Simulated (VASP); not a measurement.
The system is AlNi.

```xyz
2
Lattice="2.8810 0.0000 0.0000 0.0000 2.8810 0.0000 0.0000 0.0000 2.8810" Properties=species:S:1:pos:R:3 pbc="T T T"
Ni    1.4405    1.4405    1.4405
Al    0.0000    0.0000    0.0000
```

| Quantity | Value |
| --- | --- |
| Program | VASP 6.6.1 |
| Task | relaxation of cell and atoms |
| Functional | PBE |
| Dispersion | D3(BJ) |
| Potentials or basis | VASP PAW PBE potentials, release 64 (Ni, Al) |
| Cutoff | 600 eV |
| k mesh | 9 × 9 × 9 |
| Occupations | fermi-dirac, width 0.05 eV |
| Spin | collinear spin, ferromagnetic start |
| Starting moments | [1.0, 0.0] μB |

At the start: pressure -4.2 GPa; volume 11.96 Å³/atom.

Question: How do energy, volume and symmetry change on relaxing?

Answer: Over 3 steps the energy falls by 4.2 meV/atom and the volume is 11.65 Å³/atom (-2.6 %); space group Pm-3m (No. 221, to 0.1 Å) before and after; moment 0.00 μB per cell.

The path:
| step | energy change (eV) | largest force (eV/Å) | pressure (GPa) | volume (Å³) |
| --- | --- | --- | --- | --- |
| 1 | 0.0000 | 0.0000 | -4.21 | 23.91 |
| 2 | -0.0032 | 0.0000 | 3.62 | 22.84 |
| 3 | -0.0083 | 0.0000 | -0.01 | 23.30 |

Final structure:
```
CELL_PARAMETERS angstrom
2.85619 0.00000 0.00000
0.00000 2.85619 0.00000
0.00000 0.00000 2.85619
ATOMIC_POSITIONS crystal
Ni 0.50000 0.50000 0.50000
Al 0.00000 0.00000 0.00000
```
